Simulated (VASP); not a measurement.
# CdF2: single point with PBEsol

The system is CdF2.

```
Cd F
1.0
     0.00000    2.79303    2.49017
     2.79303    0.00000    2.49017
     2.79303    2.79303    0.00000
Cd F
1 2
Direct
  0.00000 0.00000 0.00000
  0.25000 0.25000 0.25000
  0.75000 0.75000 0.75000
```

This cell differs from its parent crystal: strain +e along x and -e along y +0.0000, strain +e along z and -e/2 along x and y -0.0750.

```
Program             : VASP 6.6.1
Task                : single point
Functional          : PBEsol
Potentials or basis : VASP PAW PBE potentials, release 64 (Cd, F)
Cutoff              : 520 eV
k mesh              : 8 × 8 × 8
Occupations         : gaussian, width 0.05 eV
Spin                : no spin polarisation
```

- Pressure: 1.2 GPa
- Band gap on the k mesh: 2.52 eV (least direct gap 3.05 eV)

Stress tensor (GPa, compression positive):
```
-3.28  0.00  0.00
 0.00 -3.28  0.00
 0.00  0.00 10.15
```

Levels at points of the mesh, in eV from the valence-band top:
| k point | band 11 | band 12 | band 13 | band 14 | band 15 | band 16 |
| --- | --- | --- | --- | --- | --- | --- |
| (0.00, 0.00, 0.00) | -0.67 | -0.67 | -0.54 | 2.52 | 12.12 | 12.39 |
| (0.50, 0.00, 0.00) | -1.97 | -0.71 | -0.65 | 6.73 | 8.52 | 13.64 |
| (0.50, 0.50, 0.00) | -0.43 | -0.43 | -0.24 | 7.24 | 9.09 | 11.63 |
| (0.50, 0.00, 0.50) | -0.94 | -0.49 | 0.00 | 7.62 | 9.13 | 11.46 |

It took 18 s on 1 thread of Intel(R) Xeon(R) 6975P-C (Granite Rapids), with other jobs on the host, peak memory 0.18 GiB.

Caveat: the cell differs from its parent crystal (strain +e along x and -e along y +0.0000, strain +e along z and -e/2 along x and y -0.0750); the PAW data sets were made with another functional, which shifts forces and pressure a little. A k mesh can miss the band edges.
